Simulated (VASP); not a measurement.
A run of VASP 6.6.1:

INCAR

```
SYSTEM = SrO
  ALGO = Normal
  EDIFF = 1E-6
  ENCUT = 520
  GGA = PE
  ISIF = 2
  ISMEAR = -1
  LASPH = .True.
  LCHARG = .True.
  LELF = .True.
  LREAL = .False.
  LVHAR = .True.
  LWAVE = .False.
  NBANDS = 15
  NELM = 80
  PREC = Accurate
  SIGMA = 0.02
```

KPOINTS

```
k-points
0
Gamma
  8 8 8
  0 0 0
```

POSCAR

```
SrO
1.0
    0.0000000000      2.8498014893      2.7922805108
    2.8498014893      0.0000000000      2.7922805108
    2.8498014893      2.8498014893      0.0000000000
Sr O
1 1
Direct
    0.0000000000      0.0000000000      0.0000000000
    0.2500000000      0.2500000000      0.2500000000
```

Potentials or basis: VASP PAW PBE potentials, release 64 (Sr_sv, O).

Command:

```console
$ cat potpaw_PBE.64/Sr_sv/POTCAR potpaw_PBE.64/O/POTCAR > POTCAR
$ mpirun -np 1 vasp_std > vasp.out
```

Hardware: 1 thread of AMD EPYC 7R43 64-Core Processor (Zen 3) (shared host).

Estimate the wall time of this run.

It took 46 s on 1 thread of AMD EPYC 7R43 64-Core Processor (Zen 3) (shared host), peak memory 0.15 GiB. Counts: scf iterations 13, k points 59.
